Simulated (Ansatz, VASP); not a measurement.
## Two plane-wave programs on MgO

INCAR

```
ALGO = Normal
EDIFF = 1E-6
ENCUT = 520
GGA = PS
ISIF = 2
ISMEAR = 0
LASPH = True
LCHARG = True
LELF = True
LREAL = False
LVHAR = True
LWAVE = False
NBANDS = 16
NELM = 60
PREC = Accurate
SIGMA = 0.05
```

KPOINTS

```
k-points
0
Gamma
  9 9 6
```

File POSCAR:

```
MgO
1.0
    3.2817469438      0.0000000000      0.0000000000
   -1.6408734719      2.8420762221      0.0000000000
    0.0000000000      0.0000000000      5.0860514134
Mg O
2 2
Direct
    0.3333333333      0.6666666667      0.0390610606
    0.6666666667      0.3333333333      0.5390610606
    0.3333333333      0.6666666667      0.4009416620
    0.6666666667      0.3333333333      0.9009416620
```

Input for Ansatz:

```yaml
crystal:
  lattice:
    - [3.2817469438, 0.0, 0.0]
    - [-1.6408734719, 2.8420762221, 0.0]
    - [0.0, 0.0, 5.0860514134]
  atoms:
    - { symbol: Mg, position: [0.3333333333, 0.6666666667, 0.0390610606] }
    - { symbol: Mg, position: [0.6666666667, 0.3333333333, 0.5390610606] }
    - { symbol: O, position: [0.3333333333, 0.6666666667, 0.400941662] }
    - { symbol: O, position: [0.6666666667, 0.3333333333, 0.900941662] }
basis:
  ecutwfc: 520.0
kpoints:
  mp_grid: { grid: [9, 9, 6] }
hamiltonian:
  xc: pbesol
  pseudopotentials: { kind: paw, azcp: { folder: soft_1 } }
scf:
  occupations: { method: gaussian, width: 0.05 }
output:
  forces: true
  stress: true
  eigenvalues: true
```

Alike in both runs: task single point; functional PBEsol; k mesh 9 × 9 × 6; occupations gaussian, width 0.05 eV; no spin polarisation.

```csv
,VASP,Ansatz
version,VASP 6.6.1,Ansatz 0.2.0
potentials or method,"VASP PAW PBE potentials, release 64 (Mg, O), cutoff 520 eV","scalar-relativistic, plane waves, PAW"
valence electrons in the cell,16,32
```

VASP gave:

| Quantity | Value |
| --- | --- |
| gap on the k mesh at the Fermi level (eV) | 3.62 |
| least direct gap on the mesh (eV) | 3.62 |
| pressure (GPa) | 2.7 |
| traceless stress, the component that is largest in VASP (GPa) | 13.07 |
| rms of the force components (eV/Å) | 0.991 |

Task: Estimate Ansatz's values.

Result: gap on the k mesh at the Fermi level (eV): 3.62; least direct gap on the mesh (eV): 3.62; pressure (GPa): 2.9; traceless stress, the component that is largest in VASP (GPa): 12.75; rms of the force components (eV/Å): 0.971.

VASP's potentials were made for PBE, not for PBEsol, and Ansatz warns of the same on its side. Atom by atom the forces differ by 0.020 eV/Å (rms over components). The functional is the same, so the differences come from potentials, cutoffs and numerics. VASP's potentials hold 16 valence electrons a cell and Ansatz's 32, so a difference there can come from the potentials and not from the codes.
